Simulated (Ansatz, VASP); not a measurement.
# Sr in VASP and in Ansatz

```xyz
2
Lattice="4.2696 0.0000 0.0000 -2.1348 3.6976 0.0000 0.0000 0.0000 6.9987" Properties=species:S:1:pos:R:3 pbc="T T T"
Sr    0.0000    2.4651    1.7497
Sr    2.1348    1.2325    5.2490
```

Alike in both runs: task electric field gradients; functional PBE; k mesh 11 × 11 × 6; occupations fermi-dirac, width 0.08 eV; no spin polarisation.

|  | VASP | Ansatz |
| --- | --- | --- |
| version | VASP 6.6.1 | Ansatz 0.2.0 |
| potentials or method | VASP PAW PBE potentials, release 64 (Sr_sv), cutoff 520 eV | all-electron PAW with datasets made for the crystal, scalar-relativistic |

```tsv
	VASP	Ansatz	Ansatz less VASP
pressure (GPa)	0.0	0.0	0.00
size of Vzz on the site where it differs most (V/Å²)	3.9	4.0	+0.10
```

Ansatz ran all-electron here, and VASP with PAW potentials.
